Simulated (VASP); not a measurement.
Input of a VASP 6.6.1 run:

File INCAR:

```
SYSTEM = GaS2
PREC     = Accurate       ! precision mode
ENCUT    = 600            ! plane-wave cutoff, eV
EDIFF    = 1E-6           ! SCF threshold, eV
ISMEAR   = 0              ! smearing method
SIGMA    = 0.1            ! smearing width, eV
LREAL    = .FALSE.        ! projectors in reciprocal space
LASPH    = .TRUE.         ! aspherical terms in the spheres
NELM     = 60             ! most SCF steps
ALGO     = Normal         ! electronic algorithm
ISIF     = 3              ! what is computed and relaxed
LWAVE    = .FALSE.        ! write WAVECAR
LCHARG   = .FALSE.        ! write CHGCAR
GGA      = PE             ! functional
IBRION   = 2              ! ionic algorithm
NSW      = 100            ! ionic steps
EDIFFG   = -0.01          ! ionic threshold
```

The input KPOINTS:

```
regular mesh
0
G
  18 18 8
  0 0 0
```

File POSCAR:

```
GaS2
1.0
    3.3509224464      0.0000000000      0.0000000000
   -1.6754612232      2.9019839647      0.0000000000
    0.0000000000      0.0000000000      7.2089415079
Ga S
1 2
Direct
    0.0000000000      0.0000000000      0.0000000000
    0.3333333333      0.6666666667      0.2083157486
    0.6666666667      0.3333333333      0.7916842514
```

Potentials or basis: VASP PAW PBE potentials, release 64 (Ga_d, S).

Launch:

```console
$ cat potpaw_PBE.64/Ga_d/POTCAR potpaw_PBE.64/S/POTCAR > POTCAR
$ mpirun -np 1 vasp_std > vasp.out
```

Q: What does it give for the band gap on the k mesh?

A: Zero (an odd number of electrons rules out a gap without spin polarisation).

Forces in eV/Å, atoms in the order of the input:
```
Ga   0.000  0.000  0.000
S    0.000  0.000  0.002
S    0.000  0.000 -0.002
```

Caveat: the relaxation stopped at its first step, so nothing moved.
